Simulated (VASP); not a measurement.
# GaP (rocksalt type) (Fm-3m) in VASP: a series of runs

Runs on GaP (rocksalt type). Level: r2SCAN. Tasks: single point.

Program: VASP 6.6.1. These are calculated values, not measurements. Logs are shortened: lines on timing, memory, paths and dates and some standing lists are left out, and cuts for length are marked.

### 1 The cell of the first run

The structure is cubic, space group Fm-3m (No. 225). Conventional cell: a = 4.751 Å, b = 4.751 Å, c = 4.751 Å, α = 90.00°, β = 90.00°, γ = 90.00°. Ga (site symmetry m-3m) has 6 P at 2.38 Å within 3.1 Å. P (site symmetry m-3m) has 6 Ga at 2.38 Å within 3.1 Å.

### 2 Single point, r2SCAN (volume scaled by 0.8)

The input, POSCAR:

```
GaP
1.0
    0.0000000000      2.3755165404      2.3755165404
    2.3755165404      0.0000000000      2.3755165404
    2.3755165404      2.3755165404      0.0000000000
Ga P
1 1
Direct
    0.0000000000      0.0000000000      0.0000000000
    0.5000000000      0.5000000000      0.5000000000
```

The input, INCAR.step1:

```
SYSTEM = GaP
PREC = Accurate ; ENCUT = 520
ISMEAR = -1 ; SIGMA = 0.05
LREAL = .FALSE. ; LASPH = .TRUE.
NELM = 100 ; NBANDS = 16
GGA = PE ; ALGO = Normal
EDIFF = 1E-4 ; LWAVE = .TRUE.
LCHARG = .FALSE.
```

The input, INCAR.step2:

```
SYSTEM = GaP
PREC = Accurate ; ENCUT = 520
EDIFF = 1E-6 ; ISMEAR = -1
SIGMA = 0.05 ; LREAL = .FALSE.
LASPH = .TRUE. ; NELM = 100
ALGO = Normal ; ISIF = 2
LWAVE = .FALSE. ; LCHARG = .FALSE.
METAGGA = R2SCAN ; LMIXTAU = .TRUE.
NBANDS = 16 ; ISTART = 1
```

The input, KPOINTS:

```
regular mesh
0
G
  14 14 14
  0 0 0
```

Potentials or basis: VASP PAW PBE potentials, release 64 (Ga_d, P).

The run is started by

```sh
$ cat potpaw_PBE.64/Ga_d/POTCAR potpaw_PBE.64/P/POTCAR > POTCAR
$ cp INCAR.step1 INCAR
$ mpirun -np 1 vasp_std > vasp.out
$ cp INCAR.step2 INCAR
$ mpirun -np 1 vasp_std > vasp.out
```

OUTCAR:

```text
SYSTEM = GaP
   PREC = Accurate
   ENCUT = 520
   EDIFF = 1E-6
   ISMEAR = -1
   LREAL = .FALSE.
   LASPH = .TRUE.
   NELM = 100
   ISIF = 2
   METAGGA = R2SCAN
   ISTART = 1

 ion  position               nearest neighbor table
   1  0.000  0.000  0.000-   2 2.38   2 2.38   2 2.38   2 2.38   2 2.38   2 2.38
   2  0.500  0.500  0.500-   1 2.38   1 2.38   1 2.38   1 2.38   1 2.38   1 2.38

  LATTYP: Found a face centered cubic cell.
 ALAT       =     4.7510330808

  Lattice vectors:

 A1 = (   0.0000000000,   2.3755165404,   2.3755165404)
 A2 = (   2.3755165404,   0.0000000000,   2.3755165404)
 A3 = (   2.3755165404,   2.3755165404,   0.0000000000)

Analysis of symmetry for initial positions (statically):
=====================================================================
 Subroutine PRICEL returns:
 Original cell was already a primitive cell.

 Routine SETGRP: Setting up the symmetry group for a
 face centered cubic supercell.

 Subroutine GETGRP returns: Found 48 space group operations
 (whereof 48 operations were pure point group operations)
 out of a pool of 48 trial point group operations.

The static configuration has the point symmetry O_h .

Analysis of symmetry for dynamics (positions and initial velocities):
=====================================================================
 Subroutine PRICEL returns:
 Original cell was already a primitive cell.

 Routine SETGRP: Setting up the symmetry group for a
 face centered cubic supercell.

 Subroutine GETGRP returns: Found 48 space group operations
 (whereof 48 operations were pure point group operations)
 out of a pool of 48 trial point group operations.

The dynamic configuration has the point symmetry O_h .

 Subroutine INISYM returns: Found 48 space group operations
 (whereof 48 operations are pure point group operations),
 and found     1 'primitive' translations

----------------------------------------------------------------------------------------

                                     Primitive cell

  volume of cell :      26.8105

  direct lattice vectors                    reciprocal lattice vectors
     0.000000000  2.375516540  2.375516540    -0.210480538  0.210480538  0.210480538
     2.375516540  0.000000000  2.375516540     0.210480538 -0.210480538  0.210480538
     2.375516540  2.375516540  0.000000000     0.210480538  0.210480538 -0.210480538

  length of vectors
     3.359487709  3.359487709  3.359487709     0.364562986  0.364562986  0.364562986

  position of ions in fractional coordinates (direct lattice)
[... 74 lines left out ...]
   LNONCOLLINEAR =      F non collinear calculations
   LSORBIT =      F    spin-orbit coupling
   LASPH  =      T    aspherical Exc in radial PAW
   ENCUT  =  520.0 eV  38.22 Ry    6.18 a.u.   6.25  6.25  6.25*2*pi/ulx,y,z
   NELM   =    100;   NELMIN=  2; NELMDL=  0     # of ELM steps
   EDIFF  = 0.1E-05   stopping-criterion for ELM
   LREAL  =      F    real-space projection
   EDIFFG = 0.1E-04   stopping-criterion for IOM
   NSW    =      0    number of steps for IOM
   IBRION =     -1    ionic relax: 0-MD 1-quasi-New 2-CG
   NFREE  =      0    steps in history (QN), initial steepest desc. (CG)
   ISIF   =      2    stress and relaxation
   ISYM   =      2    0-nonsym 1-usesym 2-fastsym
   POTIM  = 0.5000    time-step for ionic-motion
   TEBEG  =    0.0;   TEEND  =   0.0 temperature during run
   PSTRESS=    0.0 pullay stress
   NELECT =      18.0000    total number of electrons
   NUPDOWN=      -1.0000    fix difference up-down
   EMIN   =  10.00;   EMAX   =-10.00  energy-range for DOS
   EFERMI =   0.00;   METHOD = LEGACY
   ISMEAR =    -1;   SIGMA  =   0.05  broadening in eV -4-tet -1-fermi 0-gaus
   EFERMI_NEDOS =   21; number of points for ismear=-14 and -15
   IALGO  =     38    algorithm
   IMIX   =      4    mixing-type and parameters
     AMIX     =   0.40;   BMIX     =  1.00
     AMIX_MAG =   1.60;   BMIX_MAG =  1.00
  volume/ion in A,a.u.               =      13.41        90.46
  Fermi-wavevector in a.u.,A,eV,Ry     =   1.433500  2.708922 27.958903  2.054921
  Thomas-Fermi vector in A             =   2.553011
   LORBIT       =      0    0 simple, 1 ext, 2 COOP (PROOUT), +10 PAW based schemes
   METAGGA = R2SCAN    functional components
   LHFCALC =     F    Hartree Fock is set to
   AEXX    =    0.0000 exact exchange contribution
   IVDW    =     0    specifies the selected vdW correction
   LEPSILON=     F    determine dielectric tensor
   LRPA    =     F    only Hartree local field effects (RPA)
 non-spin polarized calculation
  energy-cutoff  :      520.00
  volume of cell :       26.81
 maximum number of plane-waves:       740
 NGX is ok and might be reduce to    28

 number of electron      18.0000007 magnetization

 Free energy of the ion-electron system (eV)
  ---------------------------------------------------
  ext. energy  EPLUGINS =         0.00000000
  ---------------------------------------------------
  free energy    TOTEN  =       -19.85621465 eV

  energy without entropy =      -19.84894437  energy(sigma->0) =      -19.85257951

 E-fermi :   9.5382     XC(G=0): -13.1220

 val. band max:        9.5258050851   @ k =   0.5000   0.2857   0.0000
 cond. band min:       9.5382629248   @ k =  -0.4286   0.0714   0.0000
 fundamental gap:      0.0124578397
 Fermi energy:         9.5382480613

 k-point     1 :       0.0000    0.0000    0.0000
  band No.  band energies     occupation
      1      -6.7463      2.00000
      2      -6.1436      2.00000
      3      -6.1436      2.00000
      4      -6.0878      2.00000
      5      -6.0878      2.00000
      6      -6.0878      2.00000
[... 433 lines left out ...]
      3      -6.1139      2.00000
      4      -6.0505      2.00000
      5      -6.0210      2.00000
      6      -5.1732      2.00000
[... 8 lines left out ...]
     15      21.3604      0.00000
     16      22.4782      0.00000

 [... further k-points ...]
[... 5 lines left out ...]
  --------------------------------------------------------------------------------------
  -------------------------------------------------------------------------------------
  Total        6.0305943      6.0305943      6.0305943     -0.0000000      0.0000000     -0.0000000
  in kB      360.3848486    360.3848486    360.3848486     -0.0000000      0.0000000     -0.0000000
  external PRESSURE =     360.3848486 kB  Pullay stress =       0.0000000 kB

 VOLUME and BASIS-vectors are now :
 -----------------------------------------------------------------------------
  energy-cutoff  :      520.00
  volume of cell :       26.81
      direct lattice vectors                 reciprocal lattice vectors
     0.000000000  2.375516540  2.375516540    -0.210480538  0.210480538  0.210480538
     2.375516540  0.000000000  2.375516540     0.210480538 -0.210480538  0.210480538
     2.375516540  2.375516540  0.000000000     0.210480538  0.210480538 -0.210480538

 POSITION                                       TOTAL-FORCE (eV/Angst)
 -----------------------------------------------------------------------------------
      0.00000      0.00000      0.00000        -0.000000     -0.000000     -0.000000
      2.37552      2.37552      2.37552         0.000000      0.000000      0.000000
 -----------------------------------------------------------------------------------
    total drift:                               -0.000000      0.000000      0.000000

  FREE ENERGIE OF THE ION-ELECTRON SYSTEM (eV)
  ---------------------------------------------------
  free  energy   TOTEN  =       -19.8562146459 eV

  energy  without entropy=      -19.8489443671  energy(sigma->0) =      -19.85257951
```

Wall time 3.1 min (1 thread of AMD EPYC 9R45 (Zen 5), shared host); peak memory 0.16 GiB.

What came out:

| Property | Result |
| --- | --- |
| Free energy | -19.8562 eV |
| Pressure | 36.0 GPa |
| Band gap on the k mesh | zero (band 9 reaches 10.16 eV, above the bottom of band 10 at 6.74 eV) |

Caveat: the cell differs from its parent crystal (volume scaled by 0.8); the PAW data sets were made with another functional, which shifts forces and pressure a little.

### 3 Single point, r2SCAN

The input, POSCAR:

```
GaP
1.0
    0.0000000000      2.4521984886      2.4521984886
    2.4521984886      0.0000000000      2.4521984886
    2.4521984886      2.4521984886      0.0000000000
Ga P
1 1
Direct
    0.0000000000      0.0000000000      0.0000000000
    0.5000000000      0.5000000000      0.5000000000
```

The input, INCAR.step1:

```
SYSTEM = GaP
PREC = Accurate
ENCUT = 520
ISMEAR = -1
SIGMA = 0.05
LREAL = .False.
LASPH = .True.
NELM = 80
NBANDS = 16
GGA = PE
ALGO = Normal
EDIFF = 1E-4
LWAVE = .True.
LCHARG = .False.
```

The input, INCAR.step2:

```
SYSTEM = GaP
PREC = Accurate
ENCUT = 520
EDIFF = 1E-6
ISMEAR = -1
SIGMA = 0.05
LREAL = .False.
LASPH = .True.
NELM = 80
ALGO = Normal
ISIF = 2
LWAVE = .False.
LCHARG = .False.
METAGGA = R2SCAN
LMIXTAU = .True.
NBANDS = 16
ISTART = 1
```

The input, KPOINTS:

```
regular mesh
0
Gamma
  14 14 14
  0 0 0
```

Potentials or basis: VASP PAW PBE potentials, release 64 (Ga_d, P).

The run is started by

```sh
$ cat potpaw_PBE.64/Ga_d/POTCAR potpaw_PBE.64/P/POTCAR > POTCAR
$ cp INCAR.step1 INCAR
$ mpirun -np 1 vasp_std > vasp.out
$ cp INCAR.step2 INCAR
$ mpirun -np 1 vasp_std > vasp.out
```

OUTCAR:

```text
SYSTEM = GaP
   PREC = Accurate
   ENCUT = 520
   EDIFF = 1E-6
   ISMEAR = -1
   LREAL = .False.
   LASPH = .True.
   NELM = 80
   ISIF = 2
   METAGGA = R2SCAN
   ISTART = 1

 ion  position               nearest neighbor table
   1  0.000  0.000  0.000-   2 2.45   2 2.45   2 2.45   2 2.45   2 2.45   2 2.45
   2  0.500  0.500  0.500-   1 2.45   1 2.45   1 2.45   1 2.45   1 2.45   1 2.45

  LATTYP: Found a face centered cubic cell.
 ALAT       =     4.9043969772

  Lattice vectors:

 A1 = (   0.0000000000,   2.4521984886,   2.4521984886)
 A2 = (   2.4521984886,   0.0000000000,   2.4521984886)
 A3 = (   2.4521984886,   2.4521984886,   0.0000000000)

Analysis of symmetry for initial positions (statically):
=====================================================================
 Subroutine PRICEL returns:
 Original cell was already a primitive cell.

 Routine SETGRP: Setting up the symmetry group for a
 face centered cubic supercell.

 Subroutine GETGRP returns: Found 48 space group operations
 (whereof 48 operations were pure point group operations)
 out of a pool of 48 trial point group operations.

The static configuration has the point symmetry O_h .

[... 154 lines left out ...]
  ext. energy  EPLUGINS =         0.00000000
  ---------------------------------------------------
  free energy    TOTEN  =       -20.28608159 eV

  energy without entropy =      -20.27879176  energy(sigma->0) =      -20.28243668

 E-fermi :   8.1905     XC(G=0): -12.5819

 val. band max:        8.1880024538   @ k =   0.3571   0.0000   0.0000
 cond. band min:       8.2205378099   @ k =  -0.4286   0.0714   0.0000
 fundamental gap:      0.0325353561
 Fermi energy:         8.1904554581

 k-point     1 :       0.0000    0.0000    0.0000
  band No.  band energies     occupation
      1      -7.2552      2.00000
      2      -7.2552      2.00000
      3      -7.2076      2.00000
      4      -7.2076      2.00000
      5      -7.2076      2.00000
      6      -7.0511      2.00000
[... 433 lines left out ...]
      3      -7.2244      2.00000
      4      -7.1747      2.00000
      5      -7.1584      2.00000
      6      -5.6593      2.00000
[... 8 lines left out ...]
     15      19.7881      0.00000
     16      20.5695      0.00000

 [... further k-points ...]
[... 5 lines left out ...]
  --------------------------------------------------------------------------------------
  -------------------------------------------------------------------------------------
  Total        3.0838553      3.0838553      3.0838553     -0.0000000      0.0000000     -0.0000000
  in kB      167.5358359    167.5358359    167.5358359     -0.0000000      0.0000000     -0.0000000
  external PRESSURE =     167.5358359 kB  Pullay stress =       0.0000000 kB

 VOLUME and BASIS-vectors are now :
 -----------------------------------------------------------------------------
  energy-cutoff  :      520.00
  volume of cell :       29.49
      direct lattice vectors                 reciprocal lattice vectors
     0.000000000  2.452198489  2.452198489    -0.203898666  0.203898666  0.203898666
     2.452198489  0.000000000  2.452198489     0.203898666 -0.203898666  0.203898666
     2.452198489  2.452198489  0.000000000     0.203898666  0.203898666 -0.203898666

 POSITION                                       TOTAL-FORCE (eV/Angst)
 -----------------------------------------------------------------------------------
      0.00000      0.00000      0.00000         0.000000     -0.000000     -0.000000
      2.45220      2.45220      2.45220        -0.000000      0.000000      0.000000
 -----------------------------------------------------------------------------------
    total drift:                               -0.000000      0.000000      0.000000

  FREE ENERGIE OF THE ION-ELECTRON SYSTEM (eV)
  ---------------------------------------------------
  free  energy   TOTEN  =       -20.2860815920 eV

  energy  without entropy=      -20.2787917630  energy(sigma->0) =      -20.28243668
```

OUTCAR.step1:

```text
SYSTEM = GaP
   PREC = Accurate
   ENCUT = 520
   ISMEAR = -1
   LREAL = .False.
   LASPH = .True.
[... 677 lines left out ...]
      0.00000      0.00000      0.00000         0.000000     -0.000000     -0.000000
      2.45220      2.45220      2.45220        -0.000000      0.000000      0.000000
 -----------------------------------------------------------------------------------
    total drift:                               -0.000000      0.000000      0.000000

  FREE ENERGIE OF THE ION-ELECTRON SYSTEM (eV)
  ---------------------------------------------------
  free  energy   TOTEN  =        -8.0668951601 eV

  energy  without entropy=       -8.0597274543  energy(sigma->0) =       -8.06331131
```

It took 3.2 min on 1 thread of AMD EPYC 9R45 (Zen 5), shared host; peak memory 0.16 GiB.

What came out:

| Item | Value |
| --- | --- |
| Free energy | -20.2861 eV |
| Pressure | 16.8 GPa |
| Band gap on the k mesh | zero (band 9 reaches 8.76 eV, above the bottom of band 10 at 5.27 eV) |

Levels at points of the mesh, in eV from the Fermi level:
```tsv
k point	band 7	band 8	band 9	band 10	band 11	band 12
(0.00, 0.00, 0.00)	-0.08	-0.08	-0.08	3.73	7.39	7.39
(0.50, 0.00, 0.00)	-9.13	0.15	0.15	3.08	3.08	3.88
(0.50, 0.50, 0.00)	-7.23	-3.41	-3.41	-2.92	3.26	13.27
```

Caveat: the PAW data sets were made with another functional, which shifts forces and pressure a little.

### 4 Single point, r2SCAN

This run uses another cell than the first one, of 14.75 Å³/atom, 1.100 times its volume.

POSCAR is that of step 3.

The input, INCAR.step1:

```
PREC = Accurate
ENCUT = 520
ISMEAR = 1
SIGMA = 0.025
LREAL = False
LASPH = True
NELM = 60
NBANDS = 16
GGA = PE
ALGO = Normal
EDIFF = 1E-4
LWAVE = True
LCHARG = False
```

The input, INCAR.step2:

```
PREC = Accurate
ENCUT = 520
EDIFF = 1E-6
ISMEAR = 1
SIGMA = 0.025
LREAL = False
LASPH = True
NELM = 60
ALGO = Normal
ISIF = 2
LWAVE = False
LCHARG = False
METAGGA = R2SCAN
LMIXTAU = True
NBANDS = 16
ISTART = 1
```

The input, KPOINTS:

```
regular mesh
0
Gamma
  14 14 14
```

The run is started by

```sh
$ cat potpaw_PBE.64/Ga_d/POTCAR potpaw_PBE.64/P/POTCAR > POTCAR
$ cp INCAR.step1 INCAR
$ mpirun -np 1 vasp_std > vasp.out
$ cp INCAR.step2 INCAR
$ mpirun -np 1 vasp_std > vasp.out
```

Wall time 2.9 min (1 thread of AMD EPYC 9R45 (Zen 5), shared host); peak memory 0.15 GiB.

Results (log left out):

```yaml
Free_energy: -20.2826 eV
Pressure: 16.8 GPa
Band_gap_on_the_k_mesh: zero (band 9 reaches 8.76 eV, above the bottom of band 10 at 5.27 eV)
```

Levels at points of the mesh, in eV from the Fermi level:
```tsv
k point	band 5	band 6	band 7	band 8	band 9	band 10	band 11	band 12	band 13	band 14
(0.00, 0.00, 0.00)	-15.39	-15.24	-0.08	-0.08	-0.08	3.73	7.39	7.39	7.39	10.19
(0.50, 0.00, 0.00)	-15.31	-11.77	-9.13	0.15	0.15	3.09	3.09	3.88	6.84	13.82
(0.50, 0.50, 0.00)	-15.28	-10.14	-7.23	-3.41	-3.41	-2.92	3.26	13.27	13.27	13.90
```

Caveat: the PAW data sets were made with another functional, which shifts forces and pressure a little.

### 5 Overview

```csv
cell,smearing,gap on the mesh (eV),pressure (GPa)
"a = 3.359 Å, angles 60.0°, 2 atoms",fermi-dirac 0.05 eV,none,36.0
"a = 3.468 Å, angles 60.0°, 2 atoms",fermi-dirac 0.05 eV,none,16.8
"a = 3.468 Å, angles 60.0°, 2 atoms",methfessel-paxton 0.025 eV,none,16.8
```

Alike in all rows: task single point; level r2SCAN; potentials or basis VASP PAW PBE potentials, release 64 (Ga_d, P); no spin polarisation; k mesh 14 × 14 × 14; cutoff (eV) 520.

Caveats: the PAW data sets were made with another functional, which shifts forces and pressure a little.

Total energies depend on the potentials used, so only differences within one code and one set of settings carry meaning.
